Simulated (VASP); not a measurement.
# CsSnI3 (Pm-3m) in VASP: a series of runs, part 2 of 2

VASP 6.6.1. The steps go on from the part before.

**3. Single point, PBEsol+D4**

This run uses another cell than the first one, of 49.71 Å³/atom.

Contents of INCAR:

```
PREC     = Accurate       # precision mode
ENCUT    = 520            # plane-wave cutoff, eV
EDIFF    = 1E-7           # SCF threshold, eV
ISMEAR   = -1             # smearing method
SIGMA    = 0.05           # smearing width, eV
LREAL    = F              # projectors in reciprocal space
LASPH    = T              # aspherical terms in the spheres
NELM     = 60             # most SCF steps
ALGO     = Normal         # electronic algorithm
ISIF     = 2              # what is computed and relaxed
LWAVE    = F              # write WAVECAR
LCHARG   = F              # write CHGCAR
GGA      = PS             # functional
IVDW     = 13             # dispersion correction
NBANDS   = 30             # bands
```

Contents of KPOINTS:

```
regular mesh
0
Gamma
  5 5 5
```

Contents of POSCAR:

```
CsSnI3
1.0
    6.2873633123      0.0000000000      0.0000000000
    0.0000000000      6.2873633123      0.0000000000
    0.0000000000      0.0000000000      6.2873633123
Cs I Sn
1 3 1
Direct
    0.0000000000      0.0000000000      0.0000000000
    0.5000000000      0.5000000000      0.0000000000
    0.5000000000      0.0000000000      0.5000000000
    0.0000000000      0.5000000000      0.5000000000
    0.5000000000      0.5000000000      0.5000000000
```

Potentials or basis: VASP PAW PBE potentials, release 64 (Cs_sv, I, Sn_d).

Started as:

```
$ cat potpaw_PBE.64/Cs_sv/POTCAR potpaw_PBE.64/I/POTCAR potpaw_PBE.64/Sn_d/POTCAR > POTCAR
$ mpirun -np 1 vasp_std > vasp.out
```

OUTCAR:

```text
PREC = Accurate
   ENCUT = 520
   EDIFF = 1E-7
   ISMEAR = -1
   LREAL = F
   LASPH = T
   NELM = 60
   ISIF = 2
   GGA = PS
   IVDW = 13

 ion  position               nearest neighbor table
   1  0.000  0.000  0.000-
   2  0.500  0.500  0.000-   5 3.14   5 3.14
   3  0.500  0.000  0.500-   5 3.14   5 3.14
   4  0.000  0.500  0.500-   5 3.14   5 3.14
   5  0.500  0.500  0.500-   2 3.14   3 3.14   4 3.14   2 3.14   3 3.14   4 3.14

  LATTYP: Found a simple cubic cell.
 ALAT       =     6.2873633123

  Lattice vectors:

 A1 = (   6.2873633123,   0.0000000000,   0.0000000000)
 A2 = (   0.0000000000,   6.2873633123,   0.0000000000)
 A3 = (   0.0000000000,   0.0000000000,   6.2873633123)

Analysis of symmetry for initial positions (statically):
=====================================================================
 Subroutine PRICEL returns:
 Original cell was already a primitive cell.

 Routine SETGRP: Setting up the symmetry group for a
 simple cubic supercell.

 Subroutine GETGRP returns: Found 48 space group operations
 (whereof 48 operations were pure point group operations)
 out of a pool of 48 trial point group operations.

The static configuration has the point symmetry O_h .

Analysis of symmetry for dynamics (positions and initial velocities):
=====================================================================
 Subroutine PRICEL returns:
 Original cell was already a primitive cell.

 Routine SETGRP: Setting up the symmetry group for a
 simple cubic supercell.

 Subroutine GETGRP returns: Found 48 space group operations
 (whereof 48 operations were pure point group operations)
 out of a pool of 48 trial point group operations.

The dynamic configuration has the point symmetry O_h .

 Subroutine INISYM returns: Found 48 space group operations
 (whereof 48 operations are pure point group operations),
 and found     1 'primitive' translations

----------------------------------------------------------------------------------------

                                     Primitive cell

  volume of cell :     248.5454

  direct lattice vectors                    reciprocal lattice vectors
     6.287363312  0.000000000  0.000000000     0.159049183  0.000000000  0.000000000
     0.000000000  6.287363312  0.000000000     0.000000000  0.159049183  0.000000000
     0.000000000  0.000000000  6.287363312     0.000000000  0.000000000  0.159049183

  length of vectors
     6.287363312  6.287363312  6.287363312     0.159049183  0.159049183  0.159049183

  position of ions in fractional coordinates (direct lattice)
     0.000000000  0.000000000  0.000000000
     0.500000000  0.500000000  0.000000000
     0.500000000  0.000000000  0.500000000
     0.000000000  0.500000000  0.500000000
     0.500000000  0.500000000  0.500000000

  ion indices of the primitive-cell ions
   primitive index   ion index
                 1           1
                 2           2
                 3           3
                 4           4
                 5           5

----------------------------------------------------------------------------------------

[... 21 lines left out ...]

 Found     10 irreducible k-points:

 Following reciprocal coordinates:
            Coordinates               Weight
  0.000000  0.000000  0.000000      1.000000
  0.200000  0.000000  0.000000      6.000000
  0.400000  0.000000  0.000000      6.000000
  0.200000  0.200000  0.000000     12.000000
  0.400000  0.200000  0.000000     24.000000
  0.400000  0.400000  0.000000     12.000000
  0.200000  0.200000  0.200000      8.000000
  0.400000  0.200000  0.200000     24.000000
  0.400000  0.400000  0.200000     24.000000
  0.400000  0.400000  0.400000      8.000000
   k-points           NKPTS =     10   k-points in BZ     NKDIM =     10   number of bands    NBANDS=     30
   number of dos      NEDOS =    301   number of ions     NIONS =      5
   total plane-waves  NPLWV = 110592
   dimension x,y,z NGX =    48 NGY =   48 NGZ =   48
   dimension x,y,z NGXF=    96 NGYF=   96 NGZF=   96
   ions per type =               1   3   1
   NGX,Y,Z   is equivalent  to a cutoff of  12.69, 12.69, 12.69 a.u.
   NGXF,Y,Z  is equivalent  to a cutoff of  25.38, 25.38, 25.38 a.u.
 SYSTEM =  unknown system
   PREC   = accura    normal or accurate (medium, high low for compatibility)
   ISTART =      0    job   : 0-new  1-cont  2-samecut
   ICHARG =      2    charge: 1-file 2-atom 10-const
   ISPIN  =      1    spin polarized calculation?
   LNONCOLLINEAR =      F non collinear calculations
   LSORBIT =      F    spin-orbit coupling
   LASPH  =      T    aspherical Exc in radial PAW
   ENCUT  =  520.0 eV  38.22 Ry    6.18 a.u.  11.69 11.69 11.69*2*pi/ulx,y,z
   NELM   =     60;   NELMIN=  2; NELMDL= -5     # of ELM steps
   EDIFF  = 0.1E-06   stopping-criterion for ELM
   LREAL  =      F    real-space projection
   EDIFFG = 0.1E-05   stopping-criterion for IOM
   NSW    =      0    number of steps for IOM
   IBRION =     -1    ionic relax: 0-MD 1-quasi-New 2-CG
   NFREE  =      0    steps in history (QN), initial steepest desc. (CG)
   ISIF   =      2    stress and relaxation
   ISYM   =      2    0-nonsym 1-usesym 2-fastsym
   POTIM  = 0.5000    time-step for ionic-motion
   TEBEG  =    0.0;   TEEND  =   0.0 temperature during run
   PSTRESS=    0.0 pullay stress
   NELECT =      44.0000    total number of electrons
   NUPDOWN=      -1.0000    fix difference up-down
   EMIN   =  10.00;   EMAX   =-10.00  energy-range for DOS
   EFERMI =   0.00;   METHOD = LEGACY
   ISMEAR =    -1;   SIGMA  =   0.05  broadening in eV -4-tet -1-fermi 0-gaus
   EFERMI_NEDOS =   21; number of points for ismear=-14 and -15
   IALGO  =     38    algorithm
   IMIX   =      4    mixing-type and parameters
     AMIX     =   0.40;   BMIX     =  1.00
     AMIX_MAG =   1.60;   BMIX_MAG =  1.00
  volume/ion in A,a.u.               =      49.71       335.45
  Fermi-wavevector in a.u.,A,eV,Ry     =   0.919229  1.737091 11.496684  0.844982
  Thomas-Fermi vector in A             =   2.044400
   LORBIT       =      0    0 simple, 1 ext, 2 COOP (PROOUT), +10 PAW based schemes
   GGA     = PS    functional components
   LHFCALC =     F    Hartree Fock is set to
   AEXX    =    0.0000 exact exchange contribution
   IVDW    =    13    specifies the selected vdW correction
   LEPSILON=     F    determine dielectric tensor
   LRPA    =     F    only Hartree local field effects (RPA)
 non-spin polarized calculation
  energy-cutoff  :      520.00
  volume of cell :      248.55
 maximum number of plane-waves:      6727
 NGX is ok and might be reduce to    48
   NGX = 23   NGY = 23   NGZ = 23

 number of electron      43.9999982 magnetization

 Free energy of the ion-electron system (eV)
  ---------------------------------------------------
  ext. energy  EPLUGINS =         0.00000000
  ---------------------------------------------------
  free energy    TOTEN  =       -15.04950486 eV

  energy without entropy =      -15.04950486  energy(sigma->0) =      -15.04950486

 E-fermi :   2.3261     XC(G=0):  -7.5238

 val. band max:        1.4635914083   @ k =   0.4000   0.4000   0.4000
 cond. band min:       3.2229583412   @ k =   0.4000   0.4000   0.4000
 fundamental gap:      1.7593669329
 Fermi energy:         2.3261343131

 k-point     1 :       0.0000    0.0000    0.0000
  band No.  band energies     occupation
      1     -19.8163      2.00000
      2     -19.5568      2.00000
      3     -19.5568      2.00000
      4     -19.5399      2.00000
      5     -19.5399      2.00000
      6     -19.5399      2.00000
[... 319 lines left out ...]
     29       6.5688      0.00000
     30       7.5778      0.00000

------------------------ aborting loop because EDIFF is reached ----------------------------------------

  DFT-D4 for vdW energy calculation

  Edisp (eV):   -0.71343

  FORCE on cell =-STRESS in cart. coord.  units (eV):
  Direction    XX          YY          ZZ          XY          YZ          ZX
  --------------------------------------------------------------------------------------
  -------------------------------------------------------------------------------------
  Total      -2.57190    -2.57190    -2.57190    -0.00000     0.00000     0.00000
  in kB     -16.57906   -16.57906   -16.57906    -0.00000     0.00000     0.00000
  external pressure =      -16.58 kB  Pullay stress =        0.00 kB

 VOLUME and BASIS-vectors are now :
 -----------------------------------------------------------------------------
  energy-cutoff  :      520.00
  volume of cell :      248.55
      direct lattice vectors                 reciprocal lattice vectors
     6.287363312  0.000000000  0.000000000     0.159049183  0.000000000  0.000000000
     0.000000000  6.287363312  0.000000000     0.000000000  0.159049183  0.000000000
     0.000000000  0.000000000  6.287363312     0.000000000  0.000000000  0.159049183

 POSITION                                       TOTAL-FORCE (eV/Angst)
 -----------------------------------------------------------------------------------
      0.00000      0.00000      0.00000         0.000000      0.000000      0.000000
      3.14368      3.14368      0.00000         0.000000      0.000000      0.000000
      3.14368      0.00000      3.14368         0.000000      0.000000      0.000000
      0.00000      3.14368      3.14368         0.000000      0.000000      0.000000
      3.14368      3.14368      3.14368         0.000000      0.000000      0.000000
 -----------------------------------------------------------------------------------
    total drift:                                0.000000     -0.000000     -0.000000

  FREE ENERGIE OF THE ION-ELECTRON SYSTEM (eV)
  ---------------------------------------------------
  free  energy   TOTEN  =       -15.7629330652 eV

  energy  without entropy=      -15.7629330573  energy(sigma->0) =      -15.76293306
```

Run time: 2 min. Hardware: 1 thread of Intel Xeon 8259CL, shared host; peak memory 0.36 GiB.

Results:

| Item | Value |
| --- | --- |
| Free energy | -15.7629 eV |
| Pressure | -1.7 GPa |
| Band gap on the k mesh | 1.76 eV |
| Dispersion energy per atom | -0.143 eV |

Levels at points of the mesh, in eV from the valence-band top:
```
           k point  band 18  band 19  band 20  band 21  band 22  band 23  band 24  band 25  band 26  band 27
(0.00, 0.00, 0.00)    -1.26    -1.26    -1.12    -1.12    -1.12     3.08     4.13     4.13     4.45     4.45
```

Caveat: the PAW data sets were made with another functional, which shifts forces and pressure a little; spin-orbit coupling is left out, which moves the levels of the heavy elements; an odd mesh through Γ misses points on the zone boundary, where band edges can lie. PBEsol gaps usually lie below the measured ones, often by a third to a half.
